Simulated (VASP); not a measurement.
# Be (I4_1/amd) in VASP: further runs

Be is run at these levels: r2SCAN; tasks: single point.

Everything below comes from runs of VASP 6.6.1. Logs are shortened: lines on timing, memory, paths and dates and some standing lists are left out, and cuts for length are marked.

### 1 The cell of the first run

Symmetry: I4_1/amd, No. 141, tetragonal system. The conventional cell has a = 4.193 Å, b = 4.193 Å, c = 2.121 Å, α = 90.00°, β = 90.00°, γ = 90.00°. Within 2.8 Å of Be (site symmetry -4m2) lie 10 Be at 2.12 to 2.63 Å.

### 2 Single point, r2SCAN

The input, POSCAR:

```
Be
1.0
   -2.0962571802      2.0962571802      1.0606075598
    2.0962571802     -2.0962571802      1.0606075598
    2.0962571802      2.0962571802     -1.0606075598
Be
2
Direct
    0.0000000000      0.0000000000      0.0000000000
    0.7500000000      0.2500000000      0.5000000000
```

The input, INCAR.step1:

```
SYSTEM = Be
PREC = Accurate
ENCUT = 520
ISMEAR = 0
SIGMA = 0.1
LREAL = .FALSE.
LASPH = .TRUE.
NELM = 80
NBANDS = 9
GGA = PE
ALGO = Normal
EDIFF = 1E-4
LWAVE = .TRUE.
LCHARG = .FALSE.
```

The input, INCAR.step2:

```
SYSTEM = Be
PREC = Accurate
ENCUT = 520
EDIFF = 1E-7
ISMEAR = 0
SIGMA = 0.1
LREAL = .FALSE.
LASPH = .TRUE.
NELM = 80
ALGO = Normal
ISIF = 2
LWAVE = .FALSE.
LCHARG = .TRUE.
METAGGA = R2SCAN
LMIXTAU = .TRUE.
LELF = .TRUE.
LVHAR = .TRUE.
NBANDS = 9
ISTART = 1
```

The input, KPOINTS:

```
Automatic mesh
0
G
  8 8 8
  0 0 0
```

Potentials or basis: VASP PAW PBE potentials, release 64 (Be).

Run with:

```console
cat potpaw_PBE.64/Be/POTCAR > POTCAR
cp INCAR.step1 INCAR
mpirun -np 1 vasp_std > vasp.out
cp INCAR.step2 INCAR
mpirun -np 1 vasp_std > vasp.out
```

OUTCAR:

```text
SYSTEM = Be
   PREC = Accurate
   ENCUT = 520
   EDIFF = 1E-7
   ISMEAR = 0
   LREAL = .FALSE.
   LASPH = .TRUE.
   NELM = 80
   ISIF = 2
   METAGGA = R2SCAN
   ISTART = 1

 ion  position               nearest neighbor table
   1  0.000  0.000  0.000-   2 2.16   2 2.16   2 2.16   2 2.16
   2  0.750  0.250  0.500-   1 2.16   1 2.16   1 2.16   1 2.16

  LATTYP: Found a body centered tetragonal cell.
 ALAT       =     4.1925143604
 C/A-ratio  =     0.5059529765

  Lattice vectors:

 A1 = (  -2.0962571802,   2.0962571802,   1.0606075598)
 A2 = (   2.0962571802,  -2.0962571802,   1.0606075598)
 A3 = (   2.0962571802,   2.0962571802,  -1.0606075598)

Analysis of symmetry for initial positions (statically):
=====================================================================
 Subroutine PRICEL returns:
 Original cell was already a primitive cell.

 Routine SETGRP: Setting up the symmetry group for a
 body centered tetragonal supercell.

 Subroutine GETGRP returns: Found 16 space group operations
 (whereof  8 operations were pure point group operations)
 out of a pool of 16 trial point group operations.

The static configuration has the point symmetry D_2d.
 The point group associated with its full space group is D_4h.

Analysis of symmetry for dynamics (positions and initial velocities):
=====================================================================
 Subroutine PRICEL returns:
 Original cell was already a primitive cell.

 Routine SETGRP: Setting up the symmetry group for a
 body centered tetragonal supercell.

 Subroutine GETGRP returns: Found 16 space group operations
 (whereof  8 operations were pure point group operations)
 out of a pool of 16 trial point group operations.

The dynamic configuration has the point symmetry D_2d.
 The point group associated with its full space group is D_4h.

 Subroutine INISYM returns: Found 16 space group operations
 (whereof  8 operations are pure point group operations),
 and found     1 'primitive' translations

----------------------------------------------------------------------------------------

                                     Primitive cell

  volume of cell :      18.6425

  direct lattice vectors                    reciprocal lattice vectors
    -2.096257180  2.096257180  1.060607560     0.000000000  0.238520352  0.471427905
     2.096257180 -2.096257180  1.060607560     0.238520352  0.000000000  0.471427905
     2.096257180  2.096257180 -1.060607560     0.238520352  0.238520352  0.000000000

  length of vectors
     3.148567409  3.148567409  3.148567409     0.528333444  0.528333444  0.337318716

  position of ions in fractional coordinates (direct lattice)
     0.000000000  0.000000000  0.000000000
     0.750000000  0.250000000  0.500000000

  ion indices of the primitive-cell ions
   primitive index   ion index
                 1           1
                 2           2

----------------------------------------------------------------------------------------

 KPOINTS: Automatic mesh

Automatic generation of k-mesh.
 Grid dimensions read from file:
 generate k-points for:    8    8    8

 Generating k-lattice:

  Cartesian coordinates                     Fractional coordinates (reciprocal lattice)
     0.000000000  0.029815044  0.058928488     0.125000000 -0.000000000  0.000000000
     0.029815044  0.000000000  0.058928488    -0.000000000  0.125000000  0.000000000
     0.029815044  0.029815044  0.000000000     0.000000000  0.000000000  0.125000000

  Length of vectors
     0.066041680  0.066041680  0.042164840

  Shift w.r.t. Gamma in fractional coordinates (k-lattice)
     0.000000000  0.000000000  0.000000000

 Subroutine IBZKPT returns following result:
 ===========================================

 Found     59 irreducible k-points:

 Following reciprocal coordinates:
            Coordinates               Weight
  0.000000  0.000000  0.000000      1.000000
  0.125000  0.000000 -0.000000      8.000000
  0.250000  0.000000 -0.000000      8.000000
  0.375000  0.000000 -0.000000      8.000000
  0.500000  0.000000 -0.000000      4.000000
  0.125000  0.125000 -0.000000      8.000000
[... 16 lines left out ...]
  0.250000  0.125000  0.125000     16.000000
  0.375000  0.125000  0.125000      8.000000
 [... further k-points ...]
   k-points           NKPTS =     59   k-points in BZ     NKDIM =     59   number of bands    NBANDS=      9
   number of dos      NEDOS =    301   number of ions     NIONS =      2
   total plane-waves  NPLWV =  13824
   dimension x,y,z NGX =    24 NGY =   24 NGZ =   24
   dimension x,y,z NGXF=    48 NGYF=   48 NGZF=   48
   ions per type =               2
   NGX,Y,Z   is equivalent  to a cutoff of  12.67, 12.67, 12.67 a.u.
   NGXF,Y,Z  is equivalent  to a cutoff of  25.34, 25.34, 25.34 a.u.
 SYSTEM =  Be
   PREC   = accura    normal or accurate (medium, high low for compatibility)
   ISTART =      1    job   : 0-new  1-cont  2-samecut
   ICHARG =      0    charge: 1-file 2-atom 10-const
   ISPIN  =      1    spin polarized calculation?
   LNONCOLLINEAR =      F non collinear calculations
   LSORBIT =      F    spin-orbit coupling
   LASPH  =      T    aspherical Exc in radial PAW
   ENCUT  =  520.0 eV  38.22 Ry    6.18 a.u.   5.85  5.85  5.85*2*pi/ulx,y,z
   NELM   =     80;   NELMIN=  2; NELMDL=  0     # of ELM steps
   EDIFF  = 0.1E-06   stopping-criterion for ELM
   LREAL  =      F    real-space projection
   EDIFFG = 0.1E-05   stopping-criterion for IOM
   NSW    =      0    number of steps for IOM
   IBRION =     -1    ionic relax: 0-MD 1-quasi-New 2-CG
   NFREE  =      0    steps in history (QN), initial steepest desc. (CG)
   ISIF   =      2    stress and relaxation
   ISYM   =      2    0-nonsym 1-usesym 2-fastsym
   POTIM  = 0.5000    time-step for ionic-motion
   TEBEG  =    0.0;   TEEND  =   0.0 temperature during run
   PSTRESS=    0.0 pullay stress
   NELECT =       4.0000    total number of electrons
   NUPDOWN=      -1.0000    fix difference up-down
   EMIN   =  10.00;   EMAX   =-10.00  energy-range for DOS
   EFERMI =   0.00;   METHOD = LEGACY
   ISMEAR =     0;   SIGMA  =   0.10  broadening in eV -4-tet -1-fermi 0-gaus
   EFERMI_NEDOS =   21; number of points for ismear=-14 and -15
   IALGO  =     38    algorithm
   IMIX   =      4    mixing-type and parameters
     AMIX     =   0.40;   BMIX     =  1.00
     AMIX_MAG =   1.60;   BMIX_MAG =  1.00
  volume/ion in A,a.u.               =       9.32        62.90
  Fermi-wavevector in a.u.,A,eV,Ry     =   0.980077  1.852077 13.069090  0.960551
  Thomas-Fermi vector in A             =   2.110979
   LORBIT       =      0    0 simple, 1 ext, 2 COOP (PROOUT), +10 PAW based schemes
   METAGGA = R2SCAN    functional components
   LHFCALC =     F    Hartree Fock is set to
   AEXX    =    0.0000 exact exchange contribution
   IVDW    =     0    specifies the selected vdW correction
   LEPSILON=     F    determine dielectric tensor
   LRPA    =     F    only Hartree local field effects (RPA)
 non-spin polarized calculation
 Gauss-broadening in eV      SIGMA  =   0.10
  energy-cutoff  :      520.00
  volume of cell :       18.64
 maximum number of plane-waves:       510
   NGX = 11   NGY = 11   NGZ = 11

 number of electron       4.0000000 magnetization

 Free energy of the ion-electron system (eV)
  ---------------------------------------------------
  ext. energy  EPLUGINS =         0.00000000
  ---------------------------------------------------
  free energy    TOTEN  =        -7.17818589 eV

  energy without entropy =       -7.17663885  energy(sigma->0) =       -7.17741237

 E-fermi :   5.6291     XC(G=0): -10.7262

 val. band max:        5.6016314251   @ k =   0.2500   0.2500  -0.0000
 cond. band min:       5.6819131074   @ k =  -0.1250   0.5000   0.1250
 fundamental gap:      0.0802816822
 Fermi energy:         5.6291268299

 k-point     1 :       0.0000    0.0000    0.0000
  band No.  band energies     occupation
      1      -5.4670      2.00000
      2       6.7014      0.00000
      3       6.7014      0.00000
      4      12.6152      0.00000
      5      14.3331      0.00000
      6      21.4059      0.00000
      7      21.4059      0.00000
      8      25.1460      0.00000
      9      25.3727      0.00000

 k-point     2 :       0.1250    0.0000   -0.0000
  band No.  band energies     occupation
      1      -4.9267      2.00000
      2       6.5850      0.00000
      3       6.9905      0.00000
      4      14.0322      0.00000
      5      14.0671      0.00000
      6      20.0265      0.00000
      7      21.6155      0.00000
      8      21.9110      0.00000
      9      24.6183      0.00000

 k-point     3 :       0.2500    0.0000   -0.0000
  band No.  band energies     occupation
      1      -3.3124      2.00000
      2       6.8621      0.00000
      3       7.5781      0.00000
      4      12.8165      0.00000
      5      16.4625      0.00000
      6      17.5309      0.00000
      7      18.7462      0.00000
      8      20.2783      0.00000
      9      23.4291      0.00000

 k-point     4 :       0.3750    0.0000   -0.0000
  band No.  band energies     occupation
      1      -0.6892      2.00000
      2       7.3393      0.00000
      3       8.0312      0.00000
      4       9.6486      0.00000
      5      13.9580      0.00000
      6      15.4848      0.00000
      7      18.6479      0.00000
      8      22.8080      0.00000
      9      23.4921      0.00000
[... 205 lines left out ...]
 k-point    22 :       0.1250    0.1250    0.1250
  band No.  band energies     occupation
      1      -2.8609      2.00000
      2       4.3233      2.00000
      3       9.6658      0.00000
      4      12.4556      0.00000
      5      15.7278      0.00000
      6      17.3402      0.00000
      7      19.6049      0.00000
      8      20.1572      0.00000
      9      23.3383      0.00000

 k-point    23 :       0.2500    0.1250    0.1250
  band No.  band energies     occupation
      1      -0.2407      2.00000
      2       5.0188      2.00000
      3       9.2476      0.00000
      4      10.0750      0.00000
      5      13.5433      0.00000
      6      17.5536      0.00000
      7      18.0499      0.00000
      8      21.3196      0.00000
      9      22.7584      0.00000

 k-point    24 :       0.3750    0.1250    0.1250
  band No.  band energies     occupation
      1       2.2805      2.00000
      2       4.6445      2.00000
      3       7.5341      0.00000
      4       8.4007      0.00000
      5      14.6857      0.00000
      6      15.9449      0.00000
      7      19.7884      0.00000
      8      20.5352      0.00000
      9      22.6548      0.00000

 [... further k-points ...]
[... 5 lines left out ...]
  --------------------------------------------------------------------------------------
  -------------------------------------------------------------------------------------
  Total        0.0061742      0.0061742      0.0205173      0.0000000     -0.0000000      0.0000000
  in kB        0.5306207      0.5306207      1.7632994      0.0000000     -0.0000000      0.0000000
  external PRESSURE =       0.9415136 kB  Pullay stress =       0.0000000 kB

 VOLUME and BASIS-vectors are now :
 -----------------------------------------------------------------------------
  energy-cutoff  :      520.00
  volume of cell :       18.64
      direct lattice vectors                 reciprocal lattice vectors
    -2.096257180  2.096257180  1.060607560     0.000000000  0.238520352  0.471427905
     2.096257180 -2.096257180  1.060607560     0.238520352  0.000000000  0.471427905
     2.096257180  2.096257180 -1.060607560     0.238520352  0.238520352  0.000000000

 POSITION                                       TOTAL-FORCE (eV/Angst)
 -----------------------------------------------------------------------------------
      0.00000      0.00000      0.00000        -0.000000      0.000000      0.000000
      0.00000      2.09626      0.53030         0.000000     -0.000000     -0.000000
 -----------------------------------------------------------------------------------
    total drift:                                0.000000      0.000000      0.000000

  FREE ENERGIE OF THE ION-ELECTRON SYSTEM (eV)
  ---------------------------------------------------
  free  energy   TOTEN  =        -7.1781858912 eV

  energy  without entropy=       -7.1766388514  energy(sigma->0) =       -7.17741237
```

Run time: 25 s. Hardware: 1 thread of AMD EPYC 9R45 (Zen 5), shared host; peak memory 0.11 GiB.

What came out:

* Free energy: -7.1782 eV
* Pressure: 0.1 GPa
* Band gap on the k mesh: zero (band 2 reaches 9.33 eV, above the bottom of band 3 at 3.88 eV)

Caveat: the k points lie up to 0.41 Å⁻¹ apart; the PAW data sets were made with another functional, which shifts forces and pressure a little.

### 3 Single point, r2SCAN

This run uses another cell than the first one, of 8.15 Å³/atom, 0.874 times its volume.

The input, POSCAR:

```
Be
1.0
   -1.9547199018      1.9547199018      1.0663357895
    1.9547199018     -1.9547199018      1.0663357895
    1.9547199018      1.9547199018     -1.0663357895
Be
2
Direct
    0.0000000000      0.0000000000      0.0000000000
    0.7500000000      0.2500000000      0.5000000000
```

The input, INCAR.step1:

```
SYSTEM = Be
  PREC = Accurate
  ENCUT = 520
  ISMEAR = 0
  SIGMA = 0.1
  LREAL = .False.
  LASPH = .True.
  NELM = 80
  NBANDS = 9
  GGA = PE
  ALGO = Normal
  EDIFF = 1E-4
  LWAVE = .True.
  LCHARG = .False.
```

The input, INCAR.step2:

```
SYSTEM = Be
  PREC = Accurate
  ENCUT = 520
  EDIFF = 1E-6
  ISMEAR = 0
  SIGMA = 0.1
  LREAL = .False.
  LASPH = .True.
  NELM = 80
  ALGO = Normal
  ISIF = 2
  LWAVE = .False.
  LCHARG = .False.
  METAGGA = R2SCAN
  LMIXTAU = .True.
  NBANDS = 9
  ISTART = 1
```

The input, KPOINTS:

```
regular mesh
0
Gamma
  10 10 10
  0 0 0
```

Potentials or basis: VASP PAW PBE potentials, release 64 (Be).

Run with:

```console
cat potpaw_PBE.64/Be/POTCAR > POTCAR
cp INCAR.step1 INCAR
mpirun -np 1 vasp_std > vasp.out
cp INCAR.step2 INCAR
mpirun -np 1 vasp_std > vasp.out
```

It took 32 s on 1 thread of AMD EPYC 9R45 (Zen 5), shared host; peak memory 0.11 GiB.

The run converged. Its results:

```yaml
Free_energy: -7.0260 eV
Pressure: 13.2 GPa
Band_gap_on_the_k_mesh: zero (band 2 reaches 11.25 eV, above the bottom of band 3 at 5.82 eV)
```

Stress tensor (GPa, compression positive):
```
19.92  0.00  0.00
 0.00 19.92  0.00
 0.00  0.00 -0.11
```

Levels at points of the mesh, in eV from the Fermi level:
```tsv
k point	band 1	band 2	band 3	band 4	band 5	band 6	band 7
(0.00, 0.00, 0.00)	-12.23	1.46	1.46	7.65	10.95	18.23	18.23
(0.50, 0.00, 0.00)	-5.01	-1.65	2.91	3.32	7.21	8.05	15.14
(0.50, 0.50, 0.00)	-8.26	-8.26	6.39	6.39	12.77	12.77	17.78
(0.50, 0.50, 0.50)	-6.12	-6.12	-1.24	-1.24	15.82	15.82	23.32
```

Caveat: the PAW data sets were made with another functional, which shifts forces and pressure a little.
